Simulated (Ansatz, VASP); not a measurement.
**Ge: VASP beside Ansatz**

```
Ge
1.0
     4.03029    0.00000    0.00000
     0.00000    4.03029    0.00000
     0.00000    0.00000   26.82429
Ge
10
Direct
  0.00000 0.00000 0.25711
  0.00000 0.50000 0.31307
  0.50000 0.50000 0.36643
  0.50000 0.00000 0.41993
  0.00000 0.00000 0.47304
  0.00000 0.50000 0.52696
  0.50000 0.50000 0.58007
  0.50000 0.00000 0.63357
  0.00000 0.00000 0.68693
  0.00000 0.50000 0.74289
```

Alike in both runs: functional PBE; dispersion D3(BJ); k mesh 6 × 6 × 1; occupations gaussian, width 0.03 eV; no spin polarisation.

Ansatz relaxed the structure, and its values are those at the end. VASP's run is a single point on that final structure, the one shown.

|  | VASP | Ansatz |
| --- | --- | --- |
| version | VASP 6.6.1 | Ansatz 0.2.0 |
| potentials or method | VASP PAW PBE potentials, release 64 (Ge_d), cutoff 520 eV | scalar-relativistic, plane waves, PAW |
| valence electrons in the cell | 140 | 140 |

```tsv
	VASP	Ansatz	Ansatz less VASP
gap on the k mesh at the Fermi level (eV)	none	none	-
rms of the force components (eV/Å)	0.003	0.001	-0.0025
```

A gap of «none» marks a metal or a gap that the smearing closes. Ansatz's warnings: xc potential rough in thin density.
